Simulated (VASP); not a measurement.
Runs of VASP 6.6.1 on Sc. The structure is that of space group Fm-3m (No. 225), or close to it. The cells are those of the table. This isn't the form of Sc at room conditions, which is hcp.

| cell | further INCAR settings | gap on the mesh (eV) | pressure (GPa) |
| --- | --- | --- | --- |
| a = 3.235, b = 3.235, c = 4.571 Å, 2 atoms | ALGO = Fast; EDIFF = 1e-06; NBANDS = 18 | none | (b) |
| a = 3.235, b = 3.235, c = 4.674 Å, 2 atoms | ALGO = Fast; EDIFF = 1e-06; NBANDS = 18 | none | 0.4 |
| a = 3.202, b = 3.202, c = 4.525 Å, 2 atoms | ALGO = Fast; EDIFF = 1e-07; NBANDS = 18 | none | (a) |
| a = 3.170, b = 3.170, c = 4.780 Å, 2 atoms | ALGO = Fast; EDIFF = 1e-06; NBANDS = 18 | none | 1.4 |
| a = 3.170, b = 3.170, c = 4.700 Å, 2 atoms | ALGO = Fast; EDIFF = 1e-07; NBANDS = 18 | none | 2.4 |

Alike in all rows: task single point; level PBE; potentials or basis VASP PAW PBE potentials, release 64 (Sc_sv); no spin polarisation; k mesh 14 × 14 × 10; cutoff (eV) 520; smearing gaussian 0.1 eV.

Q: Estimate the missing entries.

A: (a) 3.5; (b) 1.7.

Caveats: the cell stands under pressure (at least some runs).

A gap of «none» marks levels without a gap at the run's occupations.
